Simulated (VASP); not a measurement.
Input of a VASP 6.6.1 run:

Contents of POSCAR:

```
CsPbCl3
1.0
    5.6050000000      0.0000000000      0.0000000000
    0.0000000000      5.6050000000      0.0000000000
    0.0000000000      0.0000000000      5.6050000000
Pb Cs Cl
1 1 3
Direct
    0.5000000000      0.5000000000      0.5000000000
    0.0000000000      0.0000000000      0.0000000000
    0.5000000000      0.0000000000      0.5000000000
    0.0000000000      0.5000000000      0.5000000000
    0.5000000000      0.5000000000      0.0000000000
```

Contents of INCAR.step1:

```
SYSTEM = CsPbCl3
PREC     = Accurate       ! precision mode
ENCUT    = 600            ! plane-wave cutoff, eV
ISMEAR   = -1             ! smearing method
SIGMA    = 0.05           ! smearing width, eV
LREAL    = .FALSE.        ! projectors in reciprocal space
LASPH    = .TRUE.         ! aspherical terms in the spheres
NELM     = 100            ! most SCF steps
GGA      = PE             ! functional
ALGO     = Normal         ! electronic algorithm
EDIFF    = 1E-4           ! SCF threshold, eV
LWAVE    = .TRUE.         ! write WAVECAR
LCHARG   = .FALSE.        ! write CHGCAR
```

The input INCAR.step2:

```
SYSTEM = CsPbCl3
PREC     = Accurate       ! precision mode
ENCUT    = 600            ! plane-wave cutoff, eV
EDIFF    = 1E-6           ! SCF threshold, eV
ISMEAR   = -1             ! smearing method
SIGMA    = 0.05           ! smearing width, eV
LREAL    = .FALSE.        ! projectors in reciprocal space
LASPH    = .TRUE.         ! aspherical terms in the spheres
NELM     = 100            ! most SCF steps
ALGO     = Normal         ! electronic algorithm
ISIF     = 3              ! what is computed and relaxed
LWAVE    = .FALSE.        ! write WAVECAR
LCHARG   = .FALSE.        ! write CHGCAR
METAGGA  = R2SCAN         ! meta-GGA
LMIXTAU  = .TRUE.       
IVDW     = 12             ! dispersion correction
VDW_S6   = 1.0          
VDW_S8   = 0.78981345   
VDW_A1   = 0.49484001   
VDW_A2   = 5.73083694   
IBRION   = 2              ! ionic algorithm
NSW      = 60             ! ionic steps
EDIFFG   = -0.01          ! ionic threshold
ISTART   = 1
```

Contents of KPOINTS:

```
Automatic mesh
0
G
  5 5 5
  0 0 0
```

Potentials or basis: VASP PAW PBE potentials, release 64 (Pb_d, Cs_sv, Cl).

Command:

```console
$ cat potpaw_PBE.64/Pb_d/POTCAR potpaw_PBE.64/Cs_sv/POTCAR potpaw_PBE.64/Cl/POTCAR > POTCAR
$ cp INCAR.step1 INCAR
$ mpirun -np 1 vasp_std > vasp.out
$ cp INCAR.step2 INCAR
$ mpirun -np 1 vasp_std > vasp.out
```

**Question.** Predict the space group after relaxing (to 0.1 Å).

**Answer.** Pm-3m (No. 221).

**Question.** Predict the dispersion energy per atom.

**Answer.** -0.091 eV.

**Question.** What does it give for the relaxed cell?

**Answer.** a = 5.642 Å, b = 5.642 Å, c = 5.642 Å, α = 90.00°, β = 90.00°, γ = 90.00°.

Step by step:
| step | energy change (eV) | largest force (eV/Å) | pressure (GPa) | volume (Å³) |
| --- | --- | --- | --- | --- |
| 1 | 0.0000 | 0.0000 | 0.53 | 176.09 |
| 2 | -0.0056 | 0.0000 | 0.07 | 179.09 |
| 3 | -0.0057 | 0.0000 | 0.00 | 179.55 |

Caveat: the PAW data sets were made with another functional, which shifts forces and pressure a little. Zero-point motion and thermal expansion aren't in these numbers.
